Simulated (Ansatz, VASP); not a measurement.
# One calculation of GaN, two programs

```
Ga N
1.0
     0.00000    2.25125    2.25125
     2.25125    0.00000    2.25125
     2.25125    2.25125    0.00000
Ga N
1 1
Direct
  0.00000 0.00000 0.00000
  0.75000 0.75000 0.75000
```

Alike in both runs: task single point; functional PBE; k mesh 10 × 10 × 10; occupations gaussian, width 0.02 eV; no spin polarisation.

|  | VASP | Ansatz |
| --- | --- | --- |
| version | VASP 6.6.1 | Ansatz 0.2.0 |
| potentials or method | VASP PAW PBE potentials, release 64 (Ga_d, N), cutoff 520 eV | scalar-relativistic, plane waves, PAW |
| valence electrons in the cell | 18 | 18 |

```csv
,VASP,Ansatz,Ansatz less VASP
gap on the k mesh at the Fermi level (eV),1.74,1.74,-0.008
least direct gap on the mesh (eV),1.74,1.74,-0.008
pressure (GPa),5.6,5.6,-0.03
```
